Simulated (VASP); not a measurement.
# Te2Mo (P2_1/m) in VASP: single point with PBE+D3(BJ)

Aim: the single point of Te2Mo with PBE+D3(BJ).

Program: VASP 6.6.1. These are calculated values, not measurements. Logs are shortened: lines on timing, memory, paths and dates and some standing lists are left out, and cuts for length are marked.

## Step 1: The cell of the first run

Symmetry: P2_1/m, No. 11, monoclinic system. Conventional cell: a = 6.331 Å, b = 3.469 Å, c = 13.311 Å, α = 90.00°, β = 94.19°, γ = 90.00°. Te (site symmetry m) has 3 Mo at 2.70 to 2.71 Å and 9 Te at 3.47 to 3.72 Å within 3.8 Å. Te (site symmetry m) has 3 Mo at 2.79 to 2.80 Å and 10 Te at 3.45 to 3.67 Å within 3.7 Å. Te (site symmetry m) has 3 Mo at 2.70 Å and 9 Te at 3.47 to 3.71 Å within 3.8 Å. Within 3.8 Å of Te (site symmetry m) lie 3 Mo at 2.79 to 2.80 Å and 10 Te at 3.45 to 3.72 Å. Within 3.6 Å of Mo (site symmetry m) lie 6 Te at 2.70 to 2.80 Å and 4 Mo at 2.88 to 3.47 Å. Mo (site symmetry m) has 6 Te at 2.70 to 2.80 Å and 4 Mo at 2.88 to 3.47 Å within 3.6 Å.

## Step 2: Single point, PBE+D3(BJ)

File INCAR:

```
  PREC = Accurate
  ENCUT = 520
  EDIFF = 1E-6
  ISMEAR = 0
  SIGMA = 0.1
  LREAL = F
  LASPH = T
  NELM = 60
  ALGO = Normal
  ISIF = 2
  LWAVE = F
  LCHARG = F
  GGA = PE
  IVDW = 12
  NBANDS = 64
  KPAR = 4
```

File KPOINTS:

```
regular mesh
0
Gamma
  6 10 4
```

File POSCAR:

```
Te2Mo
1.0
    6.3306338194      0.0000000000     -0.0061153537
    0.0000000000      3.4691405577      0.0000000000
   -0.9602482487      0.0000000000     13.2761046777
Te Mo
8 4
Direct
    0.5565399821      0.7500000000      0.3452290057
    0.4434600179      0.2500000000      0.6547709943
    0.5891073204      0.2500000000      0.1066789744
    0.4108926796      0.7500000000      0.8933210256
    0.0968018252      0.7500000000      0.1554774216
    0.9031981748      0.2500000000      0.8445225784
    0.0535211650      0.2500000000      0.3928814999
    0.9464788350      0.7500000000      0.6071185001
    0.3198217655      0.7500000000      0.5064526034
    0.6801782345      0.2500000000      0.4935473966
    0.1821748363      0.2500000000      0.0081336899
    0.8178251637      0.7500000000      0.9918663101
```

Potentials or basis: VASP PAW PBE potentials, release 64 (Te, Mo_sv).

Command:

```bash
cat potpaw_PBE.64/Te/POTCAR potpaw_PBE.64/Mo_sv/POTCAR > POTCAR
mpirun -np 4 vasp_std > vasp.out
```

OUTCAR:

```text
PREC = Accurate
   ENCUT = 520
   EDIFF = 1E-6
   ISMEAR = 0
   LREAL = F
   LASPH = T
   NELM = 60
   ISIF = 2
   GGA = PE
   IVDW = 12
 IVDW          = 12

 ion  position               nearest neighbor table
   1  0.557  0.750  0.345-  10 2.70  10 2.70   9 2.71   7 3.61   7 3.61   3 3.64   3 3.64
   2  0.443  0.250  0.655-   9 2.70   9 2.70  10 2.71   8 3.61   8 3.61   4 3.64   4 3.64
   3  0.589  0.250  0.107-  12 2.79  12 2.79  11 2.80   4 3.45   4 3.45   1 3.64   1 3.64   5 3.67
                             5 3.67   5 3.67   5 3.67
   4  0.411  0.750  0.893-  11 2.79  11 2.79  12 2.80   3 3.45   3 3.45   2 3.64   2 3.64   6 3.67
                             6 3.67   6 3.67   6 3.67
   5  0.097  0.750  0.155-  12 2.70  11 2.70  11 2.70   7 3.63   7 3.63   3 3.67   3 3.67   3 3.67
                             3 3.67
   6  0.903  0.250  0.845-  11 2.70  12 2.70  12 2.70   8 3.63   8 3.63   4 3.67   4 3.67   4 3.67
                             4 3.67
   7  0.054  0.250  0.393-   9 2.79   9 2.79  10 2.80   8 3.45   8 3.45   1 3.61   1 3.61   5 3.63
                             5 3.63
   8  0.946  0.750  0.607-  10 2.79  10 2.79   9 2.80   7 3.45   7 3.45   2 3.61   2 3.61   6 3.63
                             6 3.63
   9  0.320  0.750  0.506-   2 2.70   2 2.70   1 2.71   7 2.79   7 2.79   8 2.80  10 2.88  10 2.88

  10  0.680  0.250  0.494-   1 2.70   1 2.70   2 2.71   8 2.79   8 2.79   7 2.80   9 2.88   9 2.88

  11  0.182  0.250  0.008-   6 2.70   5 2.70   5 2.70   4 2.79   4 2.79   3 2.80  12 2.88  12 2.88

  12  0.818  0.750  0.992-   5 2.70   6 2.70   6 2.70   3 2.79   3 2.79   4 2.80  11 2.88  11 2.88

  LATTYP: Found a simple monoclinic cell.
 ALAT       =     6.3306367731
 B/A-ratio  =     0.5479923556
 C/A-ratio  =     2.1025983300
 COS(beta)  =    -0.0731040532

  Lattice vectors:

 A1 = (   6.3306338194,   0.0000000000,  -0.0061153537)
 A2 = (   0.0000000000,   3.4691405577,   0.0000000000)
 A3 = (  -0.9602482487,   0.0000000000,  13.2761046777)

Analysis of symmetry for initial positions (statically):
=====================================================================
 Subroutine PRICEL returns:
 Original cell was already a primitive cell.

 Routine SETGRP: Setting up the symmetry group for a
 simple monoclinic supercell.

 Subroutine GETGRP returns: Found  4 space group operations
 (whereof  2 operations were pure point group operations)
 out of a pool of  4 trial point group operations.

The static configuration has the point symmetry S_2 .
 The point group associated with its full space group is C_2h.

Analysis of symmetry for dynamics (positions and initial velocities):
=====================================================================
 Subroutine PRICEL returns:
 Original cell was already a primitive cell.

 Routine SETGRP: Setting up the symmetry group for a
 simple monoclinic supercell.

 Subroutine GETGRP returns: Found  4 space group operations
 (whereof  2 operations were pure point group operations)
 out of a pool of  4 trial point group operations.

The dynamic configuration has the point symmetry S_2 .
 The point group associated with its full space group is C_2h.

 Subroutine INISYM returns: Found  4 space group operations
 (whereof  2 operations are pure point group operations),
 and found     1 'primitive' translations

----------------------------------------------------------------------------------------

                                     Primitive cell

  volume of cell :     291.5476

  direct lattice vectors                    reciprocal lattice vectors
     6.330633819  0.000000000 -0.006115354     0.157973104  0.000000000  0.011426047
     0.000000000  3.469140558  0.000000000     0.000000000  0.288255833  0.000000000
    -0.960248249  0.000000000 13.276104678     0.000072767  0.000000000  0.075328562

  length of vectors
     6.330636773  3.469140558 13.310786307     0.158385783  0.288255833  0.075328597

  position of ions in fractional coordinates (direct lattice)
     0.556539982  0.750000000  0.345229006
     0.443460018  0.250000000  0.654770994
     0.589107320  0.250000000  0.106678974
     0.410892680  0.750000000  0.893321026
     0.096801825  0.750000000  0.155477422
     0.903198175  0.250000000  0.844522578
     0.053521165  0.250000000  0.392881500
     0.946478835  0.750000000  0.607118500
     0.319821766  0.750000000  0.506452603
     0.680178234  0.250000000  0.493547397
     0.182174836  0.250000000  0.008133690
     0.817825164  0.750000000  0.991866310

  ion indices of the primitive-cell ions
   primitive index   ion index
                 1           1
                 2           2
                 3           3
                 4           4
                 5           5
                 6           6
                 7           7
                 8           8
                 9           9
                10          10
                11          11
                12          12

----------------------------------------------------------------------------------------

 KPOINTS: regular mesh

Automatic generation of k-mesh.
 Grid dimensions read from file:
 generate k-points for:    6   10    4

 Generating k-lattice:

  Cartesian coordinates                     Fractional coordinates (reciprocal lattice)
     0.026328851  0.000000000  0.001904341     0.166666667  0.000000000 -0.000000000
     0.000000000  0.028825583  0.000000000     0.000000000  0.100000000  0.000000000
     0.000018192  0.000000000  0.018832140    -0.000000000  0.000000000  0.250000000

  Length of vectors
     0.026397630  0.028825583  0.018832149

  Shift w.r.t. Gamma in fractional coordinates (k-lattice)
     0.000000000  0.000000000  0.000000000

 Subroutine IBZKPT returns following result:
 ===========================================

 Found     84 irreducible k-points:

 Following reciprocal coordinates:
            Coordinates               Weight
  0.000000  0.000000  0.000000      1.000000
  0.166667  0.000000  0.000000      2.000000
  0.333333  0.000000  0.000000      2.000000
  0.500000  0.000000 -0.000000      1.000000
  0.000000  0.100000  0.000000      2.000000
  0.166667  0.100000  0.000000      4.000000
[... 16 lines left out ...]
  0.333333  0.500000  0.000000      2.000000
  0.500000  0.500000 -0.000000      1.000000
 [... further k-points ...]
   k-points           NKPTS =     84   k-points in BZ     NKDIM =     84   number of bands    NBANDS=     64
   number of dos      NEDOS =    301   number of ions     NIONS =     12
   total plane-waves  NPLWV = 134400
   dimension x,y,z NGX =    48 NGY =   28 NGZ =  100
   dimension x,y,z NGXF=    96 NGYF=   56 NGZF=  200
   ions per type =               8   4
   NGX,Y,Z   is equivalent  to a cutoff of  12.61, 13.42, 12.49 a.u.
   NGXF,Y,Z  is equivalent  to a cutoff of  25.21, 26.84, 24.98 a.u.
 SYSTEM =  unknown system
   PREC   = accura    normal or accurate (medium, high low for compatibility)
   ISTART =      0    job   : 0-new  1-cont  2-samecut
   ICHARG =      2    charge: 1-file 2-atom 10-const
   ISPIN  =      1    spin polarized calculation?
   LNONCOLLINEAR =      F non collinear calculations
   LSORBIT =      F    spin-orbit coupling
   LASPH  =      T    aspherical Exc in radial PAW
   ENCUT  =  520.0 eV  38.22 Ry    6.18 a.u.  11.77  6.45 24.75*2*pi/ulx,y,z
   NELM   =     60;   NELMIN=  2; NELMDL= -5     # of ELM steps
   EDIFF  = 0.1E-05   stopping-criterion for ELM
   LREAL  =      F    real-space projection
[... 7 lines left out ...]
   TEBEG  =    0.0;   TEEND  =   0.0 temperature during run
   PSTRESS=    0.0 pullay stress
   NELECT =     104.0000    total number of electrons
   NUPDOWN=      -1.0000    fix difference up-down
   EMIN   =  10.00;   EMAX   =-10.00  energy-range for DOS
   EFERMI =   0.00;   METHOD = LEGACY
   ISMEAR =     0;   SIGMA  =   0.10  broadening in eV -4-tet -1-fermi 0-gaus
   EFERMI_NEDOS =   21; number of points for ismear=-14 and -15
   IALGO  =     38    algorithm
   IMIX   =      4    mixing-type and parameters
     AMIX     =   0.40;   BMIX     =  1.00
     AMIX_MAG =   1.60;   BMIX_MAG =  1.00
  volume/ion in A,a.u.               =      24.30       163.96
  Fermi-wavevector in a.u.,A,eV,Ry     =   1.161046  2.194059 18.341036  1.348028
  Thomas-Fermi vector in A             =   2.297622
   LORBIT       =      0    0 simple, 1 ext, 2 COOP (PROOUT), +10 PAW based schemes
   GGA     = PE    functional components
   LHFCALC =     F    Hartree Fock is set to
   AEXX    =    0.0000 exact exchange contribution
   IVDW    =    12    specifies the selected vdW correction
   LEPSILON=     F    determine dielectric tensor
   LRPA    =     F    only Hartree local field effects (RPA)
 non-spin polarized calculation
 Gauss-broadening in eV      SIGMA  =   0.10
  energy-cutoff  :      520.00
  volume of cell :      291.55
 maximum number of plane-waves:      7910
   NGX = 23   NGY = 13   NGZ = 49

 number of electron     103.9999995 magnetization

 Free energy of the ion-electron system (eV)
  ---------------------------------------------------
  ext. energy  EPLUGINS =         0.00000000
  ---------------------------------------------------
  free energy    TOTEN  =       -71.60752501 eV

  energy without entropy =      -71.58601798  energy(sigma->0) =      -71.59677150

 E-fermi :   8.8719     XC(G=0): -10.6117

 val. band max:        8.8616698890   @ k =   0.1667   0.2000   0.2500
 cond. band min:       8.8737745886   @ k =   0.0000   0.2000   0.2500
 fundamental gap:      0.0121046996
 Fermi energy:         8.8718542912

 k-point     1 :       0.0000    0.0000    0.0000
  band No.  band energies     occupation
      1     -52.2692      2.00000
      2     -52.2517      2.00000
      3     -52.2079      2.00000
      4     -52.1905      2.00000
      5     -26.5377      2.00000
      6     -26.5213      2.00000
[... 1597 lines left out ...]
     63      11.1368      0.00000
     64      11.1368      0.00000

 [... further k-points ...]

------------------------ aborting loop because EDIFF is reached ----------------------------------------

 Edisp (eV)   -6.61397

 E8    (eV) :    -3.0489

  FORCE on cell =-STRESS in cart. coord.  units (eV):
  Direction    XX          YY          ZZ          XY          YZ          ZX
  --------------------------------------------------------------------------------------
  -------------------------------------------------------------------------------------
  Total       0.10735    -0.04297    -0.03154     0.00000     0.00000     0.00393
  in kB       0.58992    -0.23612    -0.17332     0.00000     0.00000     0.02162
  external pressure =        0.06 kB  Pullay stress =        0.00 kB

 VOLUME and BASIS-vectors are now :
 -----------------------------------------------------------------------------
  energy-cutoff  :      520.00
  volume of cell :      291.55
      direct lattice vectors                 reciprocal lattice vectors
     6.330633819  0.000000000 -0.006115354     0.157973104  0.000000000  0.011426047
     0.000000000  3.469140558  0.000000000     0.000000000  0.288255833  0.000000000
    -0.960248249  0.000000000 13.276104678     0.000072767  0.000000000  0.075328562

 POSITION                                       TOTAL-FORCE (eV/Angst)
 -----------------------------------------------------------------------------------
      3.19175      2.60186      4.57989        -0.004307      0.000000     -0.009256
      2.17864      0.86729      8.69010         0.004307     -0.000000      0.009256
      3.62698      0.86729      1.41268        -0.004508     -0.000000      0.010726
      1.74340      2.60186     11.85731         0.004508      0.000000     -0.010726
      0.46352      2.60186      2.06354        -0.003904     -0.000000      0.010230
      4.90687      0.86729     11.20645         0.003904     -0.000000     -0.010230
     -0.03844      0.86729      5.21561        -0.002965     -0.000000     -0.010427
      5.40883      2.60186      8.05438         0.002965     -0.000000      0.010427
      1.53835      2.60186      6.72176        -0.014832      0.000000     -0.001994
      3.83203      0.86729      6.54823         0.014832     -0.000000      0.001994
      1.14547      0.86729      0.10687         0.013171     -0.000000      0.001414
      4.22491      2.60186     13.16312        -0.013171      0.000000     -0.001414
 -----------------------------------------------------------------------------------
    total drift:                                0.000000      0.000000     -0.000000

  FREE ENERGIE OF THE ION-ELECTRON SYSTEM (eV)
  ---------------------------------------------------
  free  energy   TOTEN  =       -78.2214965353 eV

  energy  without entropy=      -78.1999895116  energy(sigma->0) =      -78.21074302
```

Wall time 11 min (4 MPI ranks of Intel Xeon Platinum 8259CL at 2.50GHz (Skylake/Cascade Lake), shared host); peak memory 1.1 GiB.

Results:

```yaml
Free_energy: -78.2215 eV
Pressure: 0.0 GPa
Largest_force: 0.015 eV/Å
Band_gap_on_the_k_mesh: zero (bands 52 and 53 overlap by 0.48 eV)
Dispersion_energy_per_atom: -0.551 eV
```

Forces in eV/Å, atoms in the order of the input:
```
Te  -0.004  0.000 -0.009
Te   0.004  0.000  0.009
Te  -0.005  0.000  0.011
Te   0.005  0.000 -0.011
Te  -0.004  0.000  0.010
Te   0.004  0.000 -0.010
Te  -0.003  0.000 -0.010
Te   0.003  0.000  0.010
Mo  -0.015  0.000 -0.002
Mo   0.015  0.000  0.002
Mo   0.013  0.000  0.001
Mo  -0.013  0.000 -0.001
```

Stress tensor (GPa, compression positive):
```
 0.06  0.00  0.00
 0.00 -0.02  0.00
 0.00  0.00 -0.02
```

Levels at points of the mesh, in eV from the Fermi level:
| k point | band 50 | band 51 | band 52 | band 53 | band 54 | band 55 |
| --- | --- | --- | --- | --- | --- | --- |
| (0.00, 0.00, 0.00) | -0.28 | 0.06 | 0.35 | 0.38 | 0.69 | 0.76 |
| (0.50, 0.00, 0.00) | -0.97 | -0.55 | -0.47 | -0.13 | -0.09 | 0.76 |
| (0.00, 0.50, 0.00) | -1.66 | -1.45 | -1.45 | 0.91 | 0.91 | 1.09 |
| (0.50, 0.50, 0.00) | -1.18 | -1.07 | -1.07 | 0.91 | 0.91 | 1.01 |
| (0.00, 0.00, 0.50) | -0.14 | 0.08 | 0.18 | 0.39 | 0.52 | 0.80 |
| (0.50, 0.00, 0.50) | -0.97 | -0.64 | -0.31 | -0.03 | -0.02 | 0.68 |
| (0.00, 0.50, 0.50) | -1.65 | -1.53 | -1.53 | 0.87 | 0.87 | 1.10 |
| (0.50, 0.50, 0.50) | -1.17 | -1.06 | -1.06 | 0.94 | 0.94 | 0.96 |

Caveat: spin-orbit coupling is left out, which moves the levels of the heavy elements.
